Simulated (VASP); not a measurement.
Te: relaxation of cell and atoms with PBE

Te:

```
Te
1.0
     3.30220    0.00000    0.00000
    -1.65110    2.85979    0.00000
     0.00000    0.00000    5.34957
Te
2
Direct
  0.33333 0.66667 0.25000
  0.66667 0.33333 0.75000
```

```
Program                : VASP 6.6.1
Task                   : relaxation of cell and atoms
Functional             : PBE
Potentials or basis    : VASP PAW PBE potentials, release 64 (Te)
Cutoff                 : 600 eV
k mesh                 : 13 × 13 × 7
Occupations            : fermi-dirac, width 0.1 eV
Spin                   : no spin polarisation
Target pressure        : 9 GPa
Dipole correction      : no
Further INCAR settings : ALGO = Normal; EDIFF = 1e-07; IBRION = 2; EDIFFG = -0.005; NSW = 60; ISIF = 3
```

- Relaxed volume: 26.39 Å³/atom
- Relaxed cell: a = 3.687 Å, b = 3.687 Å, c = 4.484 Å, α = 90.00°, β = 90.00°, γ = 120.00°
- Space group after relaxing (to 0.05 Å): P6_3/mmc (No. 194)
- Energy change on relaxing (the enthalpy is what falls): -181.2 meV/atom
- Ionic steps: 15
- Pressure after relaxing: 9.0 GPa
- Band gap on the k mesh: zero (band 6 reaches 10.72 eV, above the bottom of band 7 at 7.38 eV)

Step by step:
```
step  energy change (eV)  largest force (eV/Å)  pressure (GPa)  volume (Å³)
   1              0.0000                0.0000            8.19        50.52
   2             -0.0094                0.0000           10.11        49.55
   3              0.0056                0.0000           11.46        49.04
   4              0.0659                0.0000           14.84        47.95
   5              0.0195                0.0000           14.35        48.34
   6             -0.1138                0.0000           13.41        49.47
   7             -0.2340                0.0000           13.43        51.39
   8             -0.2190                0.0000           13.15        50.71
   9             -0.3112                0.0000           10.36        51.94
  10             -0.3484                0.0000            9.09        52.55
  11             -0.3463                0.0000            9.16        52.52
  12             -0.3489                0.0000            9.14        52.56
  13             -0.3563                0.0000            9.06        52.68
  14             -0.3700                0.0000            8.92        52.93
  15             -0.3624                0.0000            9.00        52.79
```

Final structure:
```
Te
1.0
     3.68716    0.00000    0.00000
    -1.84358    3.19317    0.00000
     0.00000    0.00000    4.48356
Te
2
Direct
  0.33333 0.66667 0.25000
  0.66667 0.33333 0.75000
```

Levels at points of the mesh, in eV from the Fermi level:
```
           k point  band 3  band 4  band 5  band 6  band 7  band 8  band 9  band 10
(0.00, 0.00, 0.00)   -5.99   -1.10   -1.10    1.64    1.64    3.51    4.53     6.65
```

It took 3.9 min on 1 thread of AMD EPYC 9R45 96-Core Processor (Zen 5), with other jobs on the host, peak memory 0.21 GiB.

Caveat: the cell is relaxed towards a set pressure, so the enthalpy falls and the energy may rise; spin-orbit coupling is left out, which moves the levels of the heavy elements.
